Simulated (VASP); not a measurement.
Runs of VASP 6.6.1 on MoSe. The structure is that of space group F-43m (No. 216), or close to it. The cells are those of the table. 

```csv
level,spin,cell,k mesh,smearing,gap on the mesh (eV),pressure (GPa),moment (μB)
r2SCAN,collinear,"a = 3.977 Å, angles 60.0°, 2 atoms",10 × 10 × 10,gaussian 0.05 eV,none,2.4,1.28
r2SCAN,collinear,"a = 4.001 Å, angles 60.0°, 2 atoms",10 × 10 × 10,gaussian 0.05 eV,none,(b),1.28
PBE,collinear,"a = 4.006 Å, angles 60.0°, 2 atoms",6 × 6 × 6,gaussian 0.05 eV,none,(a),0.97
PBE,collinear,"a = 4.052 Å, angles 60.0°, 2 atoms",6 × 6 × 6,gaussian 0.05 eV,none,-2.0,1.39
r2SCAN,off,"a = 4.004 Å, angles 60.0°, 2 atoms",10 × 10 × 10,gaussian 0.05 eV,none,-2.4,-
PBE,collinear,"a = 4.098 Å, angles 60.0°, 2 atoms",6 × 6 × 6,gaussian 0.05 eV,none,-4.9,1.40
revPBE,collinear,"a = 4.004 Å, angles 60.0°, 2 atoms",10 × 10 × 10,gaussian 0.05 eV,none,2.6,1.19
PBEsol,collinear,"a = 4.004 Å, angles 60.0°, 2 atoms",10 × 10 × 10,methfessel-paxton 0.005 eV,none,-3.2,1.14
r2SCAN,collinear,"a = 3.950 Å, angles 60.0°, 2 atoms",10 × 10 × 10,gaussian 0.05 eV,none,5.0,1.27
PBE,collinear,"a = 4.022 Å, angles 60.0°, 2 atoms",6 × 6 × 6,gaussian 0.05 eV,none,-0.6,1.03
```

Alike in all rows: task single point; potentials or basis VASP PAW PBE potentials, release 64 (Mo_sv, Se); cutoff (eV) 520.

**Question.** Fill in the values left out.

**Answer.** (a) 0.5; (b) 0.4.

Caveats: the PAW data sets were made with another functional, which shifts forces and pressure a little (at least some runs); the cell stands under tension (at least some runs); the cell stands under pressure (at least some runs).

A k mesh can miss the band edges, and the runs leave out spin-orbit coupling on Mo, Se.

A gap of «none» marks levels without a gap at the run's occupations.
